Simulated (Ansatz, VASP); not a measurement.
## One calculation of CsPbBr3, two programs

```
CELL_PARAMETERS angstrom
5.97648 0.00000 0.00000
0.00000 5.97648 0.00000
0.00000 0.00000 5.97648
ATOMIC_POSITIONS crystal
Br 0.00000 0.50000 0.50000
Br 0.50000 0.00000 0.50000
Br 0.50000 0.50000 0.00000
Pb 0.50000 0.50000 0.50000
Cs 0.00000 0.00000 0.00000
```

Alike in both runs: functional PBE; k mesh 3 × 3 × 3; occupations fermi-dirac, width 0.0806 eV; no spin polarisation.

Ansatz relaxed the structure, and its values are those at the end. VASP's run is a single point on that final structure, the one shown.

```csv
,VASP,Ansatz
version,VASP 6.6.1,Ansatz 0.2.0
potentials or method,"VASP PAW PBE potentials, release 64 (Br, Pb_d, Cs_sv), cutoff 520 eV",PAW plane waves
valence electrons in the cell,44,44
```

|  | VASP | Ansatz | Ansatz less VASP |
| --- | --- | --- | --- |
| gap on the k mesh at the Fermi level (eV) | 3.95 | 3.95 | -0.003 |
| pressure (GPa) | 0.0 | 0.0 | +0.01 |

Spin-orbit coupling is off throughout.
